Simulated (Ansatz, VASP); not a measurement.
**Os in VASP and in Ansatz**

```
CELL_PARAMETERS angstrom
2.48926 0.00000 0.00000
0.00000 2.48926 0.00000
0.00000 0.00000 2.48926
ATOMIC_POSITIONS crystal
Os 0.00000 0.00000 0.00000
```

Alike in both runs: task relaxation of cell and atoms; functional PBE; k mesh 17 × 17 × 17; occupations fermi-dirac, width 0.08 eV; no spin polarisation.

```csv
,VASP,Ansatz
version,VASP 6.6.1,Ansatz 0.2.0
potentials or method,"VASP PAW PBE potentials, release 64 (Os)","PAW with Ansatz's default frozen-core files, scalar-relativistic"
plane-wave cutoff (eV),600,420
valence electrons in the cell,8,16
```

```tsv
	VASP	Ansatz	Ansatz less VASP
relaxed volume (Å³/atom)	16.72	16.74	+0.014
relaxed cell length with the largest relative difference (Å)	2.557	2.558	+0.0007
```

VASP's potentials hold 8 valence electrons a cell and Ansatz's 16, so a difference there can come from the potentials and not from the codes.

Neither program's run includes spin-orbit coupling.
